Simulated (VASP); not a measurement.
Tl: single point with PBEsol

The system is Tl, a slab with vacuum.

```
Tl
1.0
     3.46179    0.00000    0.00000
     1.73090    2.99800    0.00000
     0.00000    0.00000   29.77972
Tl
6
Direct
  0.66667 0.66667 0.27212
  0.00000 0.00000 0.36352
  0.66667 0.66667 0.45441
  0.00000 0.00000 0.54559
  0.66667 0.66667 0.63648
  0.00000 0.00000 0.72788
```

| Item | Value |
| --- | --- |
| Program | VASP 6.6.1 |
| Task | single point |
| Functional | PBEsol |
| Potentials or basis | VASP PAW PBE potentials, release 64 (Tl_d) |
| Cutoff | 520 eV |
| k mesh | 11 × 11 × 1 |
| Occupations | methfessel-paxton, width 0.1 eV |
| Spin | no spin polarisation |
| Dipole correction | yes |
| Further INCAR settings | ALGO = Normal; EDIFF = 1e-06; NBANDS = 48 |

The largest force is 0.011 eV/Å. The band gap on the k mesh is zero (bands 39 and 40 overlap by 2.80 eV).

Forces in eV/Å, atoms in the order of the input:
```
Tl   0.000  0.000 -0.011
Tl   0.000  0.000  0.002
Tl   0.000  0.000  0.000
Tl   0.000  0.000  0.000
Tl   0.000  0.000 -0.002
Tl   0.000  0.000  0.011
```

Levels at points of the mesh, in eV from the Fermi level:
```tsv
k point	band 34	band 35	band 36	band 37	band 38	band 39	band 40	band 41	band 42	band 43
(0.00, 0.00, 0.00)	-7.99	-6.80	-5.55	-2.32	-0.85	1.02	2.74	3.42	4.26	4.45
```

Run time: 3.5 min on 1 thread of Intel(R) Xeon(R) 6975P-C (Granite Rapids), with other jobs on the host, peak memory 0.48 GiB.

Caveat: the PAW data sets were made with another functional, which shifts forces and pressure a little; spin-orbit coupling is left out, which moves the levels of the heavy elements.
